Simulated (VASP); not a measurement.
The system is Cr.

```
Cr
1.0
     2.88000    0.00000    0.00000
     0.00000    2.88000    0.00000
     0.00000    0.00000    2.88000
Cr
2
Direct
  0.00000 0.00000 0.00000
  0.50000 0.50000 0.50000
```

| Quantity | Value |
| --- | --- |
| Program | VASP 6.6.1 |
| Task | relaxation of cell and atoms |
| Functional | PBE |
| Dispersion | D3(BJ) |
| Potentials or basis | VASP PAW PBE potentials, release 64 (Cr_pv) |
| Cutoff | 600 eV |
| k mesh | 8 × 8 × 8 |
| Occupations | gaussian, width 0.1 eV |
| Spin | collinear spin, antiferromagnetic start |
| Starting moments | [1.14, -1.14] μB |

At the start: pressure -9.0 GPa; volume 11.94 Å³/atom.

Question: How do energy, volume and symmetry change on relaxing?

Answer: Over 3 steps the energy falls by 17.1 meV/atom and the volume is 11.37 Å³/atom (-4.8 %); space group Im-3m (No. 229, to 0.1 Å) before and after; moment 0.00 μB per cell.

Step by step:
```
step  energy change (eV)  largest force (eV/Å)  pressure (GPa)  volume (Å³)
   1              0.0000                0.0000           -8.98        23.89
   2              0.0026                0.0000           11.63        21.65
   3             -0.0342                0.0000            0.05        22.74
```

Final structure:
```
CELL_PARAMETERS angstrom
2.83292 0.00000 0.00000
0.00000 2.83292 0.00000
0.00000 0.00000 2.83292
ATOMIC_POSITIONS crystal
Cr 0.00000 0.00000 0.00000
Cr 0.50000 0.50000 0.50000
```

Caveat: the antiferromagnetic order is the one typed at the start, and another may lie lower.
